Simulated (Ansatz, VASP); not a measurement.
# Al6N in VASP and in Ansatz

INCAR

```
SYSTEM = Al6N
ALGO = Normal
DIPOL = 0.5 0.5 0.301
EDIFF = 1E-7
ENCUT = 520
GGA = PE
IDIPOL = 3
ISIF = 2
ISMEAR = 0
LASPH = .True.
LCHARG = .False.
LDIPOL = .True.
LREAL = .False.
LWAVE = .False.
NBANDS = 36
NELM = 100
PREC = Accurate
SIGMA = 0.1
```

KPOINTS

```
k-points
0
Gamma
  5 5 1
  0 0 0
```

File POSCAR:

```
Al6N
1.0
    5.7143028096      0.0000000000      0.0000000000
    0.0000000000      5.7143028096      0.0000000000
    0.0000000000      0.0000000000     22.1750227687
Al N
12 2
Direct
    0.2500000000      0.2500000000      0.1803831293
    0.2500000000      0.7500000000      0.1803831293
    0.7500000000      0.2500000000      0.1803831293
    0.7500000000      0.7500000000      0.1803831293
    0.0000000000      0.0000000000      0.2744094920
    0.0000000000      0.5000000000      0.2744094920
    0.5000000000      0.0000000000      0.2744094920
    0.5000000000      0.5000000000      0.2744094920
    0.2500000000      0.2500000000      0.3686590473
    0.2500000000      0.7500000000      0.3686590473
    0.7500000000      0.2500000000      0.3686590473
    0.7500000000      0.7500000000      0.3686590473
    0.3889628322      0.5000000000      0.4624582746
    0.6110371678      0.5000000000      0.4624582746
```

Input for Ansatz:

```yaml
crystal:
  lattice:
    - [5.7143028096, 0.0, 0.0]
    - [0.0, 5.7143028096, 0.0]
    - [0.0, 0.0, 22.1750227687]
  atoms:
    - { symbol: Al, position: [0.25, 0.25, 0.1803831293] }
    - { symbol: Al, position: [0.25, 0.75, 0.1803831293] }
    - { symbol: Al, position: [0.75, 0.25, 0.1803831293] }
    - { symbol: Al, position: [0.75, 0.75, 0.1803831293] }
    - { symbol: Al, position: [0.0, 0.0, 0.274409492] }
    - { symbol: Al, position: [0.0, 0.5, 0.274409492] }
    - { symbol: Al, position: [0.5, 0.0, 0.274409492] }
    - { symbol: Al, position: [0.5, 0.5, 0.274409492] }
    - { symbol: Al, position: [0.25, 0.25, 0.3686590473] }
    - { symbol: Al, position: [0.25, 0.75, 0.3686590473] }
    - { symbol: Al, position: [0.75, 0.25, 0.3686590473] }
    - { symbol: Al, position: [0.75, 0.75, 0.3686590473] }
    - { symbol: "N", position: [0.3889628322, 0.5, 0.4624582746] }
    - { symbol: "N", position: [0.6110371678, 0.5, 0.4624582746] }
basis:
  ecutwfc: 420
kpoints:
  mp_grid: { grid: [5, 5, 1] }
hamiltonian:
  xc: pbe
scf:
  occupations: { method: gaussian, width: 0.1 }
output:
  forces: true
  eigenvalues: true
efield:
  axis: 3
  dipole_correction: true
  ramp_width: 0.04
```

Alike in both runs: task single point; functional PBE; k mesh 5 × 5 × 1; occupations gaussian, width 0.1 eV; no spin polarisation.

|  | VASP | Ansatz |
| --- | --- | --- |
| version | VASP 6.6.1 | Ansatz 0.2.0 |
| potentials or method | VASP PAW PBE potentials, release 64 (Al, N), cutoff 520 eV | scalar-relativistic, plane waves, PAW |
| valence electrons in the cell | 46 | 46 |

Ansatz gave:

```
gap on the k mesh at the Fermi level (eV) : none
rms of the force components (eV/Å)        : 1.731
```

Q: Estimate VASP's values.

A: gap on the k mesh at the Fermi level (eV): none; rms of the force components (eV/Å): 1.688.

Atom by atom the forces differ by 0.043 eV/Å (rms over components). A gap of «none» marks a metal or a gap that the smearing closes.
